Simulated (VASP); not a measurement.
Write the native input for VASP 6.6.1 that does the following.

* Task: single point
* Functional: PBE
* Potentials or basis: VASP PAW PBE potentials, release 64 (Tc_pv)
* Cutoff: 520 eV
* k mesh: 11 × 11 × 3
* Occupations: fermi-dirac, width 0.05 eV
* Spin: no spin polarisation
* Dipole correction: no
* Further INCAR settings: ALGO = Normal; EDIFF = 1e-07; NBANDS = 34

The structure of Tc lies in POSCAR:

```
Tc
1.0
    2.7209698021      0.0000000000      0.0000000000
   -1.3604849010      2.3564289715      0.0000000000
    0.0000000000      0.0000000000      8.7108257240
Tc
4
Direct
    0.6666666667      0.3333333333      0.7500000000
    0.0000000000      0.0000000000      0.5000000000
    0.3333333333      0.6666666667      0.2500000000
    0.0000000000      0.0000000000      0.0000000000
```

These files were run (other wordings do the same):

INCAR

```
SYSTEM = Tc
PREC = Accurate ; ENCUT = 520
EDIFF = 1E-7 ; ISMEAR = -1
SIGMA = 0.05 ; LREAL = .False.
LASPH = .True. ; NELM = 60
ALGO = Normal ; ISIF = 2
LWAVE = .False. ; LCHARG = .False.
GGA = PE ; NBANDS = 34
```

KPOINTS

```
Automatic mesh
0
Gamma
  11 11 3
  0 0 0
```

Potentials or basis: VASP PAW PBE potentials, release 64 (Tc_pv).

The run is started by

```bash
$ cat potpaw_PBE.64/Tc_pv/POTCAR > POTCAR
$ mpirun -np 1 vasp_std > vasp.out
```

It gave:

```yaml
Pressure: 10.4 GPa
Band_gap_on_the_k_mesh: zero (bands 26 and 27 overlap by 3.02 eV)
```

Caveat: the cell stands under pressure.

It took 80 s on 1 thread of Intel Xeon 8259CL (shared host), peak memory 0.19 GiB.
